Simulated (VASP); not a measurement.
Al2Pt, 3 atoms in the cell. It takes space group I4mm (No. 107, tetragonal). Conventional cell: a = 4.179 Å, b = 4.179 Å, c = 5.910 Å, α = 90.00°, β = 90.00°, γ = 90.00°. Al (site symmetry 2mm) has 4 Pt at 2.48 to 2.65 Å and 6 Al at 2.96 Å within 3.3 Å. Within 3.3 Å of Pt (site symmetry 4mm) lie 8 Al at 2.48 to 2.65 Å. 

* Program: VASP 6.6.1
* Task: single point
* Functional: PBE
* Potentials or basis: VASP PAW PBE potentials, release 64 (Al, Pt)
* Cutoff: 520 eV
* k mesh: 10 × 10 × 10
* Occupations: gaussian, width 0.05 eV
* Spin: no spin polarisation
* Dipole correction: no
* Further INCAR settings: ALGO = Fast; EDIFF = 1e-06; NBANDS = 15

Potentials or basis: VASP PAW PBE potentials, release 64 (Al, Pt).

The run is started by

```console
$ cat potpaw_PBE.64/Al/POTCAR potpaw_PBE.64/Pt/POTCAR > POTCAR
$ mpirun -np 1 vasp_std > vasp.out
```

Hardware: 1 thread of Intel(R) Xeon(R) 6975P-C (Granite Rapids), with other jobs on the host.

Problem. How long does it take, and how much memory?

Solution. It took 30 s on 1 thread of Intel(R) Xeon(R) 6975P-C (Granite Rapids) (shared host), peak memory 0.23 GiB. Counts: scf iterations 14, k points 102.
